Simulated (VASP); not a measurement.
# Hf3Si2W (R-3m) in VASP: single point with PBE

Aim: the single point of Hf3Si2W with PBE.

Everything below comes from runs of VASP 6.6.1. Logs are shortened: lines on timing, memory, paths and dates and some standing lists are left out, and cuts for length are marked.

## (1) The cell of the first run

Symmetry: R-3m, No. 166, trigonal system. Conventional cell: a = 5.714 Å, b = 5.714 Å, c = 12.796 Å, α = 90.00°, β = 90.00°, γ = 120.00°. Within 3.6 Å of Hf (site symmetry 2/m) lie 2 W at 2.70 Å and 4 Hf at 2.86 Å and 6 Si at 3.05 to 3.32 Å. Within 4.0 Å of Si (site symmetry 3m) lie 9 Hf at 3.05 to 3.32 Å and 3 W at 3.33 Å and 4 Si at 3.39 to 3.41 Å. W (site symmetry -3m) has 6 Hf at 2.70 Å and 6 Si at 3.33 Å within 3.6 Å.

The cell was generated, and may not be a known phase.

## (2) Single point, PBE

INCAR

```
SYSTEM = Hf3Si2W
PREC = Accurate
ENCUT = 500
EDIFF = 1E-6
ISMEAR = 0
SIGMA = 0.1
LREAL = .False.
LASPH = .True.
NELM = 120
ALGO = Normal
ISIF = 2
LWAVE = .False.
LCHARG = .True.
GGA = PE
LELF = .True.
LVHAR = .True.
NBANDS = 35
GGA_COMPAT = .False.
```

KPOINTS

```
Automatic mesh
0
Gamma
  12 12 12
  0 0 0
```

POSCAR

```
Hf3Si2W
1.0
    2.8571905972      1.6495997604      4.2654042213
   -2.8571905972      1.6495997604      4.2654042213
    0.0000000000     -3.2991995209      4.2654042213
Hf Si W
3 2 1
Direct
    0.0000000000      0.5000000000      0.0000000000
    0.5000000000      0.0000000000      0.0000000000
    0.0000000000      0.0000000000      0.5000000000
    0.6324680986      0.6324680986      0.6324680986
    0.3675319014      0.3675319014      0.3675319014
    0.0000000000      0.0000000000      0.0000000000
```

Potentials or basis: VASP PAW PBE potentials, release 64 (Hf_pv, Si, W_sv).

The run is started by

```sh
cat potpaw_PBE.64/Hf_pv/POTCAR potpaw_PBE.64/Si/POTCAR potpaw_PBE.64/W_sv/POTCAR > POTCAR
mpirun -np 1 vasp_std > vasp.out
```

OUTCAR:

```text
SYSTEM = Hf3Si2W
   PREC = Accurate
   ENCUT = 500
   EDIFF = 1E-6
   ISMEAR = 0
   LREAL = .False.
   LASPH = .True.
   NELM = 120
   ISIF = 2
   GGA = PE

 ion  position               nearest neighbor table
   1  0.000  0.500  0.000-   6 2.70   6 2.70   2 2.86   2 2.86   3 2.86   3 2.86   4 3.05   5 3.05
                             4 3.32   5 3.32   5 3.32   4 3.32
   2  0.500  0.000  0.000-   6 2.70   6 2.70   1 2.86   1 2.86   3 2.86   3 2.86   4 3.05   5 3.05
                             5 3.32   4 3.32   5 3.32   4 3.32
   3  0.000  0.000  0.500-   6 2.70   6 2.70   2 2.86   1 2.86   1 2.86   2 2.86   4 3.05   5 3.05
                             4 3.32   5 3.32   4 3.32   5 3.32
   4  0.632  0.632  0.632-   3 3.05   2 3.05   1 3.05   3 3.32   3 3.32   1 3.32   2 3.32   1 3.32
                             2 3.32
   5  0.368  0.368  0.368-   3 3.05   2 3.05   1 3.05   3 3.32   3 3.32   1 3.32   2 3.32   2 3.32
                             1 3.32
   6  0.000  0.000  0.000-   1 2.70   2 2.70   1 2.70   2 2.70   3 2.70   3 2.70

  LATTYP: Found a trigonal (rhomboedric) cell.
 ALAT       =     5.3924382842
 COS(alpha) =     0.4385151361

  Lattice vectors:

 A1 = (   2.8571905972,   1.6495997604,   4.2654042213)
 A2 = (  -2.8571905972,   1.6495997604,   4.2654042213)
 A3 = (   0.0000000000,  -3.2991995209,   4.2654042213)

Analysis of symmetry for initial positions (statically):
=====================================================================
 Subroutine PRICEL returns:
 Original cell was already a primitive cell.

 Routine SETGRP: Setting up the symmetry group for a
 trigonal (rhombohedral) supercell.

 Subroutine GETGRP returns: Found 12 space group operations
 (whereof 12 operations were pure point group operations)
 out of a pool of 12 trial point group operations.

The static configuration has the point symmetry D_3d.

Analysis of symmetry for dynamics (positions and initial velocities):
=====================================================================
 Subroutine PRICEL returns:
 Original cell was already a primitive cell.

 Routine SETGRP: Setting up the symmetry group for a
 trigonal (rhombohedral) supercell.

 Subroutine GETGRP returns: Found 12 space group operations
 (whereof 12 operations were pure point group operations)
 out of a pool of 12 trial point group operations.

The dynamic configuration has the point symmetry D_3d.

 Subroutine INISYM returns: Found 12 space group operations
 (whereof 12 operations are pure point group operations),
 and found     1 'primitive' translations

----------------------------------------------------------------------------------------

[... 101 lines left out ...]
   LREAL  =      F    real-space projection
   EDIFFG = 0.1E-04   stopping-criterion for IOM
   NSW    =      0    number of steps for IOM
   IBRION =     -1    ionic relax: 0-MD 1-quasi-New 2-CG
   NFREE  =      0    steps in history (QN), initial steepest desc. (CG)
   ISIF   =      2    stress and relaxation
   ISYM   =      2    0-nonsym 1-usesym 2-fastsym
   POTIM  = 0.5000    time-step for ionic-motion
   TEBEG  =    0.0;   TEEND  =   0.0 temperature during run
   PSTRESS=    0.0 pullay stress
   NELECT =      52.0000    total number of electrons
   NUPDOWN=      -1.0000    fix difference up-down
   EMIN   =  10.00;   EMAX   =-10.00  energy-range for DOS
   EFERMI =   0.00;   METHOD = LEGACY
   ISMEAR =     0;   SIGMA  =   0.10  broadening in eV -4-tet -1-fermi 0-gaus
   EFERMI_NEDOS =   21; number of points for ismear=-14 and -15
   IALGO  =     38    algorithm
   IMIX   =      4    mixing-type and parameters
     AMIX     =   0.40;   BMIX     =  1.00
     AMIX_MAG =   1.60;   BMIX_MAG =  1.00
  volume/ion in A,a.u.               =      20.10       135.67
  Fermi-wavevector in a.u.,A,eV,Ry     =   1.236705  2.337034 20.809292  1.529440
  Thomas-Fermi vector in A             =   2.371303
   LORBIT       =      0    0 simple, 1 ext, 2 COOP (PROOUT), +10 PAW based schemes
   GGA     = PE    functional components
   LHFCALC =     F    Hartree Fock is set to
   AEXX    =    0.0000 exact exchange contribution
   IVDW    =     0    specifies the selected vdW correction
   LEPSILON=     F    determine dielectric tensor
   LRPA    =     F    only Hartree local field effects (RPA)
 non-spin polarized calculation
 Gauss-broadening in eV      SIGMA  =   0.10
  energy-cutoff  :      500.00
  volume of cell :      120.62
 maximum number of plane-waves:      3088
   NGX = 19   NGY = 19   NGZ = 19

 number of electron      52.0000006 magnetization

 Free energy of the ion-electron system (eV)
  ---------------------------------------------------
  ext. energy  EPLUGINS =         0.00000000
  ---------------------------------------------------
  free energy    TOTEN  =       -50.17838591 eV

  energy without entropy =      -50.15351569  energy(sigma->0) =      -50.16595080

 E-fermi :   6.1463     XC(G=0): -11.1635

 val. band max:        6.1452409245   @ k =  -0.1667  -0.4167   0.0833
 cond. band min:       6.1525041882   @ k =   0.5000   0.3333   0.0000
 fundamental gap:      0.0072632637
 Fermi energy:         6.1463214911

 k-point     1 :       0.0000    0.0000    0.0000
  band No.  band energies     occupation
      1     -67.1145      2.00000
      2     -31.4859      2.00000
      3     -31.4859      2.00000
      4     -31.4450      2.00000
      5     -24.8924      2.00000
      6     -24.5193      2.00000
[... 901 lines left out ...]
     34       9.2694      0.00000
     35       9.6970      0.00000

 [... further k-points ...]
[... 5 lines left out ...]
  --------------------------------------------------------------------------------------
  -------------------------------------------------------------------------------------
  Total       -0.2616861     -0.2616861     -0.2535720      0.0000000      0.0000000      0.0000000
  in kB       -3.4758579     -3.4758579     -3.3680824      0.0000000      0.0000000      0.0000000
  external PRESSURE =      -3.4399327 kB  Pullay stress =       0.0000000 kB

 VOLUME and BASIS-vectors are now :
 -----------------------------------------------------------------------------
  energy-cutoff  :      500.00
  volume of cell :      120.62
      direct lattice vectors                 reciprocal lattice vectors
     2.857190597  1.649599760  4.265404221     0.174997076  0.101034609  0.078148123
    -2.857190597  1.649599760  4.265404221    -0.174997076  0.101034609  0.078148123
     0.000000000 -3.299199521  4.265404221     0.000000000 -0.202069218  0.078148123

 POSITION                                       TOTAL-FORCE (eV/Angst)
 -----------------------------------------------------------------------------------
     -1.42860      0.82480      2.13270         0.000000     -0.000000     -0.000000
      1.42860      0.82480      2.13270        -0.000000     -0.000000     -0.000000
      0.00000     -1.64960      2.13270        -0.000000     -0.000000     -0.000000
      0.00000     -0.00000      8.09320        -0.000000     -0.000000      0.007175
      0.00000     -0.00000      4.70302        -0.000000      0.000000     -0.007175
      0.00000      0.00000      0.00000        -0.000000     -0.000000     -0.000000
 -----------------------------------------------------------------------------------
    total drift:                               -0.000000      0.000000     -0.000000

  FREE ENERGIE OF THE ION-ELECTRON SYSTEM (eV)
  ---------------------------------------------------
  free  energy   TOTEN  =       -50.1783859117 eV

  energy  without entropy=      -50.1535156878  energy(sigma->0) =      -50.16595080
```

stdout:

```text
POSCAR found type information on POSCAR HfSiW
 POSCAR found :  3 types and       6 ions
 scaLAPACK will be used
 LDA part: xc-table for (Slater+PW92), standard interpolation
 POSCAR, INCAR and KPOINTS ok, starting setup
 FFT: planning ... GRIDC
 FFT: planning ... GRID_SOFT
 FFT: planning ... GRID
 WAVECAR not read
 entering main loop
```

Run time: 9.8 min. Hardware: 1 thread of Intel Xeon Platinum 8488C (Sapphire Rapids), shared host; peak memory 0.75 GiB.

Results:

- Free energy: -50.1784 eV
- Pressure: -0.3 GPa
- Largest force: 0.007 eV/Å
- Band gap on the k mesh: zero (bands 26 and 27 overlap by 1.08 eV)

Forces in eV/Å, atoms in the order of the input:
```
Hf   0.000  0.000  0.000
Hf   0.000  0.000  0.000
Hf   0.000  0.000  0.000
Si   0.000  0.000  0.007
Si   0.000  0.000 -0.007
W    0.000  0.000  0.000
```

Caveat: spin-orbit coupling is left out, which moves the levels of the heavy elements.
